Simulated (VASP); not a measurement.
# KBr (Fm-3m) in VASP: notebook

KBr is run at these levels: r2SCAN; tasks: single point, relaxation of cell and atoms.

All numbers are computed with VASP 6.6.1; they aren't measurements. Logs are shortened: lines on timing, memory, paths and dates and some standing lists are left out, and cuts for length are marked.

## 1. The cell of the first run

The structure is cubic, space group Fm-3m (No. 225). The conventional cell has a = 6.097 Å, b = 6.097 Å, c = 6.097 Å, α = 90.00°, β = 90.00°, γ = 90.00°. K (site symmetry m-3m) has 6 Br at 3.05 Å within 4.0 Å. Br (site symmetry m-3m) has 6 K at 3.05 Å within 4.0 Å.

## 2. Single point, r2SCAN

Contents of POSCAR:

```
KBr
1.0
    3.0485711900      3.0485711900      0.0000000000
   -3.0485711900      3.0485711900      0.0000000000
    0.0000000000      3.0485711900      3.0485711900
K Br
1 1
Direct
    0.0000000000      0.0000000000      0.0000000000
    0.5000000000      0.5000000000      0.0000000000
```

Contents of INCAR.step1:

```
SYSTEM = KBr
  ALGO = Normal
  EDIFF = 1E-4
  ENCUT = 520
  GGA = PE
  ISMEAR = 0
  LASPH = .TRUE.
  LCHARG = .FALSE.
  LREAL = .FALSE.
  LWAVE = .TRUE.
  NBANDS = 15
  NELM = 100
  PREC = Accurate
  SIGMA = 0.01
```

Contents of INCAR.step2:

```
SYSTEM = KBr
  ALGO = Normal
  EDIFF = 1E-6
  ENCUT = 520
  ISIF = 2
  ISMEAR = 0
  ISTART = 1
  LASPH = .TRUE.
  LCHARG = .FALSE.
  LMIXTAU = .TRUE.
  LREAL = .FALSE.
  LWAVE = .FALSE.
  METAGGA = R2SCAN
  NBANDS = 15
  NELM = 100
  PREC = Accurate
  SIGMA = 0.01
```

Contents of KPOINTS:

```
k-points
0
G
  6 6 6
  0 0 0
```

Potentials or basis: VASP PAW PBE potentials, release 64 (K_sv, Br).

Launch:

```bash
$ cat potpaw_PBE.64/K_sv/POTCAR potpaw_PBE.64/Br/POTCAR > POTCAR
$ cp INCAR.step1 INCAR
$ mpirun -np 1 vasp_std > vasp.out
$ cp INCAR.step2 INCAR
$ mpirun -np 1 vasp_std > vasp.out
```

OUTCAR:

```text
SYSTEM = KBr
   EDIFF = 1E-6
   ENCUT = 520
   ISIF = 2
   ISMEAR = 0
   ISTART = 1
   LASPH = .TRUE.
   LREAL = .FALSE.
   METAGGA = R2SCAN
   NELM = 100
   PREC = Accurate

 ion  position               nearest neighbor table
   1  0.000  0.000  0.000-   2 3.05   2 3.05   2 3.05   2 3.05   2 3.05   2 3.05
   2  0.500  0.500  0.000-   1 3.05   1 3.05   1 3.05   1 3.05   1 3.05   1 3.05

  LATTYP: Found a face centered cubic cell.
 ALAT       =     6.0971423800

  Lattice vectors:

 A1 = (   0.0000000000,   3.0485711900,   3.0485711900)
 A2 = (   3.0485711900,   0.0000000000,   3.0485711900)
 A3 = (   3.0485711900,   3.0485711900,   0.0000000000)

Analysis of symmetry for initial positions (statically):
=====================================================================
 Subroutine PRICEL returns:
 Original cell was already a primitive cell.

 Routine SETGRP: Setting up the symmetry group for a
 face centered cubic supercell.

 Subroutine GETGRP returns: Found 48 space group operations
 (whereof 48 operations were pure point group operations)
 out of a pool of 48 trial point group operations.

The static configuration has the point symmetry O_h .

Analysis of symmetry for dynamics (positions and initial velocities):
=====================================================================
 Subroutine PRICEL returns:
 Original cell was already a primitive cell.

 Routine SETGRP: Setting up the symmetry group for a
 face centered cubic supercell.

 Subroutine GETGRP returns: Found 48 space group operations
 (whereof 48 operations were pure point group operations)
 out of a pool of 48 trial point group operations.

The dynamic configuration has the point symmetry O_h .

 Subroutine INISYM returns: Found 48 space group operations
 (whereof 48 operations are pure point group operations),
 and found     1 'primitive' translations

----------------------------------------------------------------------------------------

                                     Primitive cell

  volume of cell :      56.6655

  direct lattice vectors                    reciprocal lattice vectors
     3.048571190  3.048571190  0.000000000     0.164011259  0.164011259 -0.164011259
    -3.048571190  3.048571190  0.000000000    -0.164011259  0.164011259 -0.164011259
     0.000000000  3.048571190  3.048571190     0.000000000  0.000000000  0.328022519

  length of vectors
     4.311330723  4.311330723  4.311330723     0.284075834  0.284075834  0.328022519

  position of ions in fractional coordinates (direct lattice)
     0.000000000  0.000000000  0.000000000
     0.500000000  0.500000000  0.000000000

  ion indices of the primitive-cell ions
   primitive index   ion index
                 1           1
                 2           2

----------------------------------------------------------------------------------------

 KPOINTS: k-points

Automatic generation of k-mesh.
 Grid dimensions read from file:
 generate k-points for:    6    6    6

 Generating k-lattice:

  Cartesian coordinates                     Fractional coordinates (reciprocal lattice)
     0.027335210  0.027335210 -0.027335210     0.166666667  0.000000000  0.000000000
    -0.027335210  0.027335210 -0.027335210     0.000000000  0.166666667  0.000000000
     0.000000000  0.000000000  0.054670420     0.000000000  0.000000000  0.166666667

  Length of vectors
     0.047345972  0.047345972  0.054670420

  Shift w.r.t. Gamma in fractional coordinates (k-lattice)
     0.000000000  0.000000000  0.000000000

 Subroutine IBZKPT returns following result:
 ===========================================

 Found     16 irreducible k-points:

 Following reciprocal coordinates:
            Coordinates               Weight
  0.000000  0.000000  0.000000      1.000000
  0.166667  0.000000  0.000000      8.000000
  0.333333  0.000000  0.000000      8.000000
  0.500000  0.000000  0.000000      4.000000
  0.166667  0.166667  0.000000     12.000000
  0.333333  0.166667  0.000000     24.000000
[... 8 lines left out ...]
  0.500000  0.333333  0.166667     24.000000
  0.500000  0.500000  0.166667     12.000000
   k-points           NKPTS =     16   k-points in BZ     NKDIM =     16   number of bands    NBANDS=     15
   number of dos      NEDOS =    301   number of ions     NIONS =      2
   total plane-waves  NPLWV =  32768
   dimension x,y,z NGX =    32 NGY =   32 NGZ =   32
   dimension x,y,z NGXF=    64 NGYF=   64 NGZF=   64
   ions per type =               1   1
   NGX,Y,Z   is equivalent  to a cutoff of  12.34, 12.34, 12.34 a.u.
   NGXF,Y,Z  is equivalent  to a cutoff of  24.68, 24.68, 24.68 a.u.
 SYSTEM =  KBr
   PREC   = accura    normal or accurate (medium, high low for compatibility)
   ISTART =      1    job   : 0-new  1-cont  2-samecut
   ICHARG =      0    charge: 1-file 2-atom 10-const
   ISPIN  =      1    spin polarized calculation?
   LNONCOLLINEAR =      F non collinear calculations
   LSORBIT =      F    spin-orbit coupling
   LASPH  =      T    aspherical Exc in radial PAW
   ENCUT  =  520.0 eV  38.22 Ry    6.18 a.u.   8.02  8.02  8.02*2*pi/ulx,y,z
   NELM   =    100;   NELMIN=  2; NELMDL=  0     # of ELM steps
   EDIFF  = 0.1E-05   stopping-criterion for ELM
   LREAL  =      F    real-space projection
   EDIFFG = 0.1E-04   stopping-criterion for IOM
   NSW    =      0    number of steps for IOM
   IBRION =     -1    ionic relax: 0-MD 1-quasi-New 2-CG
   NFREE  =      0    steps in history (QN), initial steepest desc. (CG)
   ISIF   =      2    stress and relaxation
   ISYM   =      2    0-nonsym 1-usesym 2-fastsym
   POTIM  = 0.5000    time-step for ionic-motion
   TEBEG  =    0.0;   TEEND  =   0.0 temperature during run
   PSTRESS=    0.0 pullay stress
   NELECT =      16.0000    total number of electrons
   NUPDOWN=      -1.0000    fix difference up-down
   EMIN   =  10.00;   EMAX   =-10.00  energy-range for DOS
   EFERMI =   0.00;   METHOD = LEGACY
   ISMEAR =     0;   SIGMA  =   0.01  broadening in eV -4-tet -1-fermi 0-gaus
   EFERMI_NEDOS =   21; number of points for ismear=-14 and -15
   IALGO  =     38    algorithm
   IMIX   =      4    mixing-type and parameters
     AMIX     =   0.40;   BMIX     =  1.00
     AMIX_MAG =   1.60;   BMIX_MAG =  1.00
  volume/ion in A,a.u.               =      28.33       191.20
  Fermi-wavevector in a.u.,A,eV,Ry     =   1.074010  2.029585 15.694298  1.153498
  Thomas-Fermi vector in A             =   2.209826
   LORBIT       =      0    0 simple, 1 ext, 2 COOP (PROOUT), +10 PAW based schemes
   METAGGA = R2SCAN    functional components
   LHFCALC =     F    Hartree Fock is set to
   AEXX    =    0.0000 exact exchange contribution
   IVDW    =     0    specifies the selected vdW correction
   LEPSILON=     F    determine dielectric tensor
   LRPA    =     F    only Hartree local field effects (RPA)
 non-spin polarized calculation
 Gauss-broadening in eV      SIGMA  =   0.01
  energy-cutoff  :      520.00
  volume of cell :       56.67
 maximum number of plane-waves:      1544
   NGX = 17   NGY = 17   NGZ = 17

 number of electron      16.0000000 magnetization

 Free energy of the ion-electron system (eV)
  ---------------------------------------------------
  ext. energy  EPLUGINS =         0.00000000
  ---------------------------------------------------
  free energy    TOTEN  =       -22.97716035 eV

  energy without entropy =      -22.97716035  energy(sigma->0) =      -22.97716035

 E-fermi :  -0.9115     XC(G=0):  -8.8210

 val. band max:       -1.0119142722   @ k =   0.0000   0.0000   0.0000
 cond. band min:       4.8727381116   @ k =   0.0000   0.0000   0.0000
 fundamental gap:      5.8846523837
 Fermi energy:        -0.9115091674

 k-point     1 :       0.0000    0.0000    0.0000
  band No.  band energies     occupation
      1     -29.4862      2.00000
      2     -14.1171      2.00000
      3     -12.2134      2.00000
      4     -12.2134      2.00000
      5     -12.2134      2.00000
      6      -1.0119      2.00000
      7      -1.0119      2.00000
      8      -1.0119      2.00000
      9       4.8727      0.00000
     10       7.1317      0.00000
     11       7.1317      0.00000
     12       7.1317      0.00000
     13       8.2775      0.00000
     14       8.2775      0.00000
     15      11.6541      0.00000

 k-point     2 :       0.1667    0.0000    0.0000
  band No.  band energies     occupation
      1     -29.4812      2.00000
      2     -14.2021      2.00000
      3     -12.2152      2.00000
      4     -12.2152      2.00000
      5     -12.0898      2.00000
      6      -1.5432      2.00000
      7      -1.1722      2.00000
      8      -1.1722      2.00000
      9       5.6553      0.00000
     10       7.0516      0.00000
     11       7.5577      0.00000
     12       7.5577      0.00000
     13       8.8231      0.00000
     14       8.8231      0.00000
     15      12.8733      0.00000

 k-point     3 :       0.3333    0.0000    0.0000
  band No.  band energies     occupation
      1     -29.4712      2.00000
      2     -14.3491      2.00000
      3     -12.2186      2.00000
      4     -12.2186      2.00000
      5     -11.8613      2.00000
      6      -2.3833      2.00000
      7      -1.4642      2.00000
      8      -1.4642      2.00000
      9       6.3924      0.00000
     10       8.0391      0.00000
     11       8.7096      0.00000
     12       8.7096      0.00000
     13      10.1794      0.00000
     14      10.1794      0.00000
     15      12.7416      0.00000
[... 199 lines left out ...]
 k-point    15 :       0.5000    0.3333    0.1667
  band No.  band energies     occupation
      1     -29.4620      2.00000
      2     -14.1914      2.00000
      3     -12.3378      2.00000
      4     -12.3046      2.00000
      5     -11.9834      2.00000
      6      -2.2001      2.00000
      7      -1.7585      2.00000
      8      -1.6277      2.00000
      9       7.0496      0.00000
     10       7.3970      0.00000
     11       9.4038      0.00000
     12       9.8561      0.00000
     13      10.7691      0.00000
     14      11.4695      0.00000
     15      12.2621      0.00000

 k-point    16 :       0.5000    0.5000    0.1667
  band No.  band energies     occupation
      1     -29.4606      2.00000
      2     -14.0628      2.00000
      3     -12.4116      2.00000
      4     -12.3401      2.00000
      5     -12.0977      2.00000
      6      -1.9576      2.00000
      7      -1.7351      2.00000
      8      -1.6185      2.00000
      9       5.9719      0.00000
     10       8.4368      0.00000
     11       8.7473      0.00000
     12      10.0144      0.00000
     13      10.5546      0.00000
     14      11.2944      0.00000
     15      12.3444      0.00000

------------------------ aborting loop because EDIFF is reached ----------------------------------------

  FORCE on cell =-STRESS in cart. coord.  units (eV):
  Direction    XX          YY          ZZ          XY          YZ          ZX
  --------------------------------------------------------------------------------------
  -------------------------------------------------------------------------------------
  Total        2.4932090      2.4932090      2.4932090      0.0000000      0.0000000      0.0000000
  in kB       70.4936916     70.4936916     70.4936916      0.0000000      0.0000000      0.0000000
  external PRESSURE =      70.4936916 kB  Pullay stress =       0.0000000 kB

 VOLUME and BASIS-vectors are now :
 -----------------------------------------------------------------------------
  energy-cutoff  :      520.00
  volume of cell :       56.67
      direct lattice vectors                 reciprocal lattice vectors
     3.048571190  3.048571190  0.000000000     0.164011259  0.164011259 -0.164011259
    -3.048571190  3.048571190  0.000000000    -0.164011259  0.164011259 -0.164011259
     0.000000000  3.048571190  3.048571190     0.000000000  0.000000000  0.328022519

 POSITION                                       TOTAL-FORCE (eV/Angst)
 -----------------------------------------------------------------------------------
      0.00000      0.00000      0.00000        -0.000000     -0.000000      0.000000
      0.00000      3.04857      0.00000         0.000000      0.000000      0.000000
 -----------------------------------------------------------------------------------
    total drift:                                0.000000     -0.000000     -0.000000

  FREE ENERGIE OF THE ION-ELECTRON SYSTEM (eV)
  ---------------------------------------------------
  free  energy   TOTEN  =       -22.9771603499 eV

  energy  without entropy=      -22.9771603499  energy(sigma->0) =      -22.97716035
```

Run time: 37 s. Hardware: 1 thread of AMD EPYC 9R45 (Zen 5), shared host; peak memory 0.15 GiB.

Results:

* Free energy: -22.9772 eV
* Pressure: 7.0 GPa
* Band gap on the k mesh: 5.88 eV

Levels at points of the mesh, in eV from the valence-band top:
| k point | band 6 | band 7 | band 8 | band 9 | band 10 | band 11 |
| --- | --- | --- | --- | --- | --- | --- |
| (0.00, 0.00, 0.00) | 0.00 | 0.00 | 0.00 | 5.88 | 8.14 | 8.14 |
| (0.50, 0.00, 0.00) | -1.73 | -0.59 | -0.59 | 7.63 | 9.69 | 11.10 |
| (0.50, 0.50, 0.00) | -1.07 | -0.37 | -0.37 | 5.94 | 9.00 | 10.50 |

Caveat: the cell stands under pressure; the PAW data sets were made with another functional, which shifts forces and pressure a little. r2SCAN opens gaps a little over a GGA but as a rule still falls short of measured ones.

[end of part 1 of 4]
